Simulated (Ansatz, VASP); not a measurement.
**BeCdS4: VASP beside Ansatz**

```
Be Cd S
1.0
    -2.09312    3.39207    4.27851
     2.09312   -3.39207    4.27851
     2.09312    3.39207   -4.27851
Be Cd S
1 1 4
Direct
  0.00000 0.00000 0.00000
  0.50000 0.00000 0.50000
  0.68977 0.55752 0.44674
  0.11077 0.24302 0.55326
  0.88923 0.44248 0.13225
  0.31023 0.75698 0.86775
```

Alike in both runs: functional PBE; k mesh 8 × 8 × 8; occupations gaussian, width 0.02 eV; no spin polarisation.

Ansatz relaxed the structure, and its values are those at the end. VASP's run is a single point on that final structure, the one shown.

|  | VASP | Ansatz |
| --- | --- | --- |
| version | VASP 6.6.1 | Ansatz 0.2.0 |
| potentials or method | VASP PAW PBE potentials, release 64 (Be, Cd_sv_GW, S), cutoff 630 eV | scalar-relativistic, plane waves, PAW |
| valence electrons in the cell | 46 | 46 |

Ansatz gave:

* gap on the k mesh at the Fermi level (eV): 1.31
* least direct gap on the mesh (eV): 2.02
* pressure (GPa): 0.0
* rms of the force components (eV/Å): 0.002

**Question.** What did VASP give for the same quantities?

**Answer.** gap on the k mesh at the Fermi level (eV): 1.33; least direct gap on the mesh (eV): 2.04; pressure (GPa): -0.2; rms of the force components (eV/Å): 0.044.

With one functional, cell and mesh, what is left measures potentials, basis and numerics.
